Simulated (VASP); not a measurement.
# Pt (P6_3/mmc) in VASP: notebook, part 2 of 2

VASP 6.6.1. The steps go on from the part before.

### 3 Single point, LDA

This run uses another cell than the first one, of 8.92 Å³/atom, 1.154 times its volume.

The input, INCAR:

```
  PREC = Accurate
  ENCUT = 520
  EDIFF = 1E-7
  ISMEAR = -1
  SIGMA = 0.08
  LREAL = False
  LASPH = True
  NELM = 80
  ALGO = Normal
  ISIF = 2
  LWAVE = False
  LCHARG = False
  GGA = CA
  NBANDS = 17
```

The input, KPOINTS:

```
regular mesh
0
Gamma
  16 16 9
```

The input, POSCAR:

```
Pt
1.0
    2.3082591831      0.0000000000      0.0000000000
   -1.1541295916      1.9990110911      0.0000000000
    0.0000000000      0.0000000000      3.8644916268
Pt
2
Direct
    0.3333333333      0.6666666667      0.2500000000
    0.6666666667      0.3333333333      0.7500000000
```

Potentials or basis: VASP PAW LDA potentials, release 64 (Pt).

Launch:

```
cat potpaw_LDA.64/Pt/POTCAR > POTCAR
mpirun -np 1 vasp_std > vasp.out
```

OUTCAR:

```text
PREC = Accurate
   ENCUT = 520
   EDIFF = 1E-7
   ISMEAR = -1
   LREAL = False
   LASPH = True
   NELM = 80
   ISIF = 2
   GGA = CA

 ion  position               nearest neighbor table
   1  0.333  0.667  0.250-   2 2.35   2 2.35   2 2.35   2 2.35   2 2.35   2 2.35   2 3.29   2 3.29
                             2 3.29   2 3.29   2 3.29   2 3.29
   2  0.667  0.333  0.750-   1 2.35   1 2.35   1 2.35   1 2.35   1 2.35   1 2.35   1 3.29   1 3.29
                             1 3.29   1 3.29   1 3.29   1 3.29

  LATTYP: Found a hexagonal cell.
 ALAT       =     2.3082591831
 C/A-ratio  =     1.6742017773

  Lattice vectors:

 A1 = (   2.3082591831,   0.0000000000,   0.0000000000)
 A2 = (  -1.1541295916,   1.9990110911,   0.0000000000)
 A3 = (   0.0000000000,   0.0000000000,   3.8644916268)

Analysis of symmetry for initial positions (statically):
=====================================================================
 Subroutine PRICEL returns:
 Original cell was already a primitive cell.

 Routine SETGRP: Setting up the symmetry group for a
 hexagonal supercell.

 Subroutine GETGRP returns: Found 24 space group operations
 (whereof 12 operations were pure point group operations)
 out of a pool of 24 trial point group operations.

The static configuration has the point symmetry D_3d.
 The point group associated with its full space group is D_6h.

Analysis of symmetry for dynamics (positions and initial velocities):
=====================================================================
 Subroutine PRICEL returns:
 Original cell was already a primitive cell.

 Routine SETGRP: Setting up the symmetry group for a
 hexagonal supercell.

 Subroutine GETGRP returns: Found 24 space group operations
 (whereof 12 operations were pure point group operations)
 out of a pool of 24 trial point group operations.

The dynamic configuration has the point symmetry D_3d.
 The point group associated with its full space group is D_6h.

 Subroutine INISYM returns: Found 24 space group operations
 (whereof 12 operations are pure point group operations),
 and found     1 'primitive' translations

----------------------------------------------------------------------------------------

                                     Primitive cell

  volume of cell :      17.8317

  direct lattice vectors                    reciprocal lattice vectors
     2.308259183  0.000000000  0.000000000     0.433226913  0.250123675  0.000000000
    -1.154129592  1.999011091  0.000000000     0.000000000  0.500247350  0.000000000
     0.000000000  0.000000000  3.864491627     0.000000000  0.000000000  0.258766248

  length of vectors
     2.308259183  2.308259183  3.864491627     0.500247350  0.500247350  0.258766248

  position of ions in fractional coordinates (direct lattice)
     0.333333333  0.666666667  0.250000000
     0.666666667  0.333333333  0.750000000

  ion indices of the primitive-cell ions
   primitive index   ion index
                 1           1
                 2           2

----------------------------------------------------------------------------------------

 KPOINTS: regular mesh

Automatic generation of k-mesh.
 Grid dimensions read from file:
 generate k-points for:   16   16    9

 Generating k-lattice:

  Cartesian coordinates                     Fractional coordinates (reciprocal lattice)
     0.027076682  0.015632730  0.000000000     0.062500000 -0.000000000  0.000000000
     0.000000000  0.031265459  0.000000000     0.000000000  0.062500000  0.000000000
     0.000000000  0.000000000  0.028751805     0.000000000  0.000000000  0.111111111

  Length of vectors
     0.031265459  0.031265459  0.028751805

  Shift w.r.t. Gamma in fractional coordinates (k-lattice)
     0.000000000  0.000000000  0.000000000

 Subroutine IBZKPT returns following result:
 ===========================================

 Found    150 irreducible k-points:

 Following reciprocal coordinates:
            Coordinates               Weight
  0.000000  0.000000  0.000000      1.000000
  0.062500  0.000000  0.000000      6.000000
  0.125000  0.000000  0.000000      6.000000
  0.187500  0.000000  0.000000      6.000000
  0.250000  0.000000  0.000000      6.000000
  0.312500  0.000000  0.000000      6.000000
[... 16 lines left out ...]
  0.187500  0.187500  0.000000      6.000000
  0.250000  0.187500  0.000000     12.000000
 [... further k-points ...]
   k-points           NKPTS =    150   k-points in BZ     NKDIM =    150   number of bands    NBANDS=     17
   number of dos      NEDOS =    301   number of ions     NIONS =      2
   total plane-waves  NPLWV =   9720
   dimension x,y,z NGX =    18 NGY =   18 NGZ =   30
   dimension x,y,z NGXF=    36 NGYF=   36 NGZF=   60
   ions per type =               2
   NGX,Y,Z   is equivalent  to a cutoff of  12.96, 12.96, 12.91 a.u.
   NGXF,Y,Z  is equivalent  to a cutoff of  25.93, 25.93, 25.81 a.u.
 SYSTEM =  unknown system
   PREC   = accura    normal or accurate (medium, high low for compatibility)
   ISTART =      0    job   : 0-new  1-cont  2-samecut
   ICHARG =      2    charge: 1-file 2-atom 10-const
   ISPIN  =      1    spin polarized calculation?
   LNONCOLLINEAR =      F non collinear calculations
   LSORBIT =      F    spin-orbit coupling
   LASPH  =      T    aspherical Exc in radial PAW
   ENCUT  =  520.0 eV  38.22 Ry    6.18 a.u.   4.29  4.29  7.19*2*pi/ulx,y,z
   NELM   =     80;   NELMIN=  2; NELMDL= -5     # of ELM steps
   EDIFF  = 0.1E-06   stopping-criterion for ELM
   LREAL  =      F    real-space projection
   EDIFFG = 0.1E-05   stopping-criterion for IOM
   NSW    =      0    number of steps for IOM
   IBRION =     -1    ionic relax: 0-MD 1-quasi-New 2-CG
   NFREE  =      0    steps in history (QN), initial steepest desc. (CG)
   ISIF   =      2    stress and relaxation
   ISYM   =      2    0-nonsym 1-usesym 2-fastsym
   POTIM  = 0.5000    time-step for ionic-motion
   TEBEG  =    0.0;   TEEND  =   0.0 temperature during run
   PSTRESS=    0.0 pullay stress
   NELECT =      20.0000    total number of electrons
   NUPDOWN=      -1.0000    fix difference up-down
   EMIN   =  10.00;   EMAX   =-10.00  energy-range for DOS
   EFERMI =   0.00;   METHOD = LEGACY
   ISMEAR =    -1;   SIGMA  =   0.08  broadening in eV -4-tet -1-fermi 0-gaus
   EFERMI_NEDOS =   21; number of points for ismear=-14 and -15
   IALGO  =     38    algorithm
   IMIX   =      4    mixing-type and parameters
     AMIX     =   0.40;   BMIX     =  1.00
     AMIX_MAG =   1.60;   BMIX_MAG =  1.00
  volume/ion in A,a.u.               =       8.92        60.17
  Fermi-wavevector in a.u.,A,eV,Ry     =   1.700934  3.214299 39.364053  2.893176
  Thomas-Fermi vector in A             =   2.780978
   LORBIT       =      0    0 simple, 1 ext, 2 COOP (PROOUT), +10 PAW based schemes
   GGA     = CA    functional components
   LHFCALC =     F    Hartree Fock is set to
   AEXX    =    0.0000 exact exchange contribution
   IVDW    =     0    specifies the selected vdW correction
   LEPSILON=     F    determine dielectric tensor
   LRPA    =     F    only Hartree local field effects (RPA)
 non-spin polarized calculation
  energy-cutoff  :      520.00
  volume of cell :       17.83
 maximum number of plane-waves:       501
 NGX is ok and might be reduce to    18

 number of electron      19.9999995 magnetization

 Free energy of the ion-electron system (eV)
  ---------------------------------------------------
  ext. energy  EPLUGINS =         0.00000000
  ---------------------------------------------------
  free energy    TOTEN  =        -2.03030740 eV

  energy without entropy =       -1.99811384  energy(sigma->0) =       -2.01421062

 E-fermi :  24.7975     XC(G=0): -16.8952

 val. band max:       24.7925679668   @ k =   0.2500   0.0625   0.1111
 cond. band min:      24.8101864754   @ k =   0.1875   0.0625   0.4444
 fundamental gap:      0.0176185085
 Fermi energy:        24.7974581935

 k-point     1 :       0.0000    0.0000    0.0000
  band No.  band energies     occupation
      1       7.4500      2.00000
      2       9.8047      2.00000
      3      15.6117      2.00000
      4      16.2626      2.00000
      5      16.2626      2.00000
      6      17.3935      2.00000
[... 9 lines left out ...]
     16      41.2946      0.00000
     17      48.3883      0.00000
[... 441 lines left out ...]
 k-point    24 :       0.2500    0.1875    0.0000
  band No.  band energies     occupation
      1      12.0839      2.00000
      2      12.3463      2.00000
      3      12.8239      2.00000
      4      14.4218      2.00000
      5      15.4357      2.00000
      6      17.0827      2.00000
[... 9 lines left out ...]
     16      39.9103      0.00000
     17      44.4462      0.00000

 [... further k-points ...]
[... 5 lines left out ...]
  --------------------------------------------------------------------------------------
  -------------------------------------------------------------------------------------
  Total       63.6599952     63.6599952     63.6930777     -0.0000000     -0.0000000      0.0000000
  in kB     5719.8552428   5719.8552429   5722.8277057     -0.0000001     -0.0000000      0.0000000
  external PRESSURE =    5720.8460638 kB  Pullay stress =       0.0000000 kB

 VOLUME and BASIS-vectors are now :
 -----------------------------------------------------------------------------
  energy-cutoff  :      520.00
  volume of cell :       17.83
      direct lattice vectors                 reciprocal lattice vectors
     2.308259183  0.000000000  0.000000000     0.433226913  0.250123675  0.000000000
    -1.154129592  1.999011091  0.000000000     0.000000000  0.500247350  0.000000000
     0.000000000  0.000000000  3.864491627     0.000000000  0.000000000  0.258766248

 POSITION                                       TOTAL-FORCE (eV/Angst)
 -----------------------------------------------------------------------------------
     -0.00000      1.33267      0.96612         0.000000     -0.000000      0.000000
      1.15413      0.66634      2.89837        -0.000000      0.000000      0.000000
 -----------------------------------------------------------------------------------
    total drift:                                0.000000     -0.000000     -0.000000

  FREE ENERGIE OF THE ION-ELECTRON SYSTEM (eV)
  ---------------------------------------------------
  free  energy   TOTEN  =        -2.0303074021 eV

  energy  without entropy=       -1.9981138379  energy(sigma->0) =       -2.01421062
```

Run time: 21 s. Hardware: 1 thread of Intel Xeon 6975P-C (Granite Rapids), shared host; peak memory 0.15 GiB.

What came out:

| Quantity | Value |
| --- | --- |
| Free energy | -2.0303 eV |
| Pressure | 572.1 GPa |
| Band gap on the k mesh | zero (band 10 reaches 26.05 eV, above the bottom of band 11 at 22.83 eV) |

Caveat: spin-orbit coupling is left out, which moves the levels of the heavy elements.

### 4 Single point, LDA

This run uses another cell than the first one, of 10.10 Å³/atom, 1.308 times its volume.

The input, INCAR:

```
SYSTEM = Pt
  PREC = Accurate
  ENCUT = 520
  EDIFF = 1E-6
  ISMEAR = -1
  SIGMA = 0.08
  LREAL = .FALSE.
  LASPH = .TRUE.
  NELM = 60
  ALGO = Normal
  ISIF = 2
  LWAVE = .FALSE.
  LCHARG = .FALSE.
  GGA = CA
  NBANDS = 17
```

The input, KPOINTS:

```
regular mesh
0
G
  16 16 9
  0 0 0
```

The input, POSCAR:

```
Pt
1.0
    2.4045094753      0.0000000000      0.0000000000
   -1.2022547376      2.0823662892      0.0000000000
    0.0000000000      0.0000000000      4.0361397156
Pt
2
Direct
    0.3333333333      0.6666666667      0.2500000000
    0.6666666667      0.3333333333      0.7500000000
```

Launch:

```
cat potpaw_LDA.64/Pt/POTCAR > POTCAR
mpirun -np 1 vasp_std > vasp.out
```

It took 26 s on 1 thread of Intel Xeon 6975P-C (Granite Rapids), shared host; peak memory 0.15 GiB.

Results (log left out):

```yaml
Free_energy: -8.4656 eV
Pressure: 318.3 GPa
Band_gap_on_the_k_mesh: zero (band 10 reaches 21.86 eV, above the bottom of band 11 at 19.26 eV)
```

Stress tensor (GPa, compression positive):
```
318.42   0.00   0.00
  0.00 318.42   0.00
  0.00   0.00 318.07
```

Levels at points of the mesh, in eV from the Fermi level:
```
           k point  band 6  band 7  band 8  band 9  band 10  band 11  band 12  band 13  band 14  band 15
(0.00, 0.00, 0.00)   -6.12   -6.12   -4.27   -4.27    -2.35    -0.62    -0.62     8.98    12.74    14.52
(0.50, 0.00, 0.00)   -5.73   -5.43    0.35    0.43     0.99     3.61     5.65    10.07    11.94    12.24
```

Caveat: spin-orbit coupling is left out, which moves the levels of the heavy elements.

### 5 Single point, LDA

Changes to INCAR since step 4:

```diff
@@ -8,3 +8,3 @@
   LASPH = .TRUE.
-  NELM = 60
+  NELM = 100
   ALGO = Normal
@@ -13,3 +13,2 @@
   LCHARG = .FALSE.
-  GGA = CA
   NBANDS = 17
```

KPOINTS is that of step 4.

POSCAR is that of step 4.

Launch:

```
cat potpaw_LDA.64/Pt/POTCAR > POTCAR
mpirun -np 1 vasp_std > vasp.out
```

Run time: 27 s. Hardware: 1 thread of Intel Xeon 6975P-C (Granite Rapids), shared host; peak memory 0.15 GiB.

It converged, with:

```
Free energy            : -8.4656 eV
Pressure               : 318.3 GPa
Band gap on the k mesh : zero (band 10 reaches 21.86 eV, above the bottom of band 11 at 19.26 eV)
```

Stress tensor (GPa, compression positive):
```
318.42   0.00   0.00
  0.00 318.42   0.00
  0.00   0.00 318.07
```

Levels at points of the mesh, in eV from the Fermi level:
| k point | band 8 | band 9 | band 10 | band 11 | band 12 | band 13 |
| --- | --- | --- | --- | --- | --- | --- |
| (0.00, 0.00, 0.00) | -4.27 | -4.27 | -2.35 | -0.62 | -0.62 | 8.98 |
| (0.50, 0.00, 0.00) | 0.35 | 0.43 | 0.99 | 3.61 | 5.65 | 10.07 |

Caveat: spin-orbit coupling is left out, which moves the levels of the heavy elements.
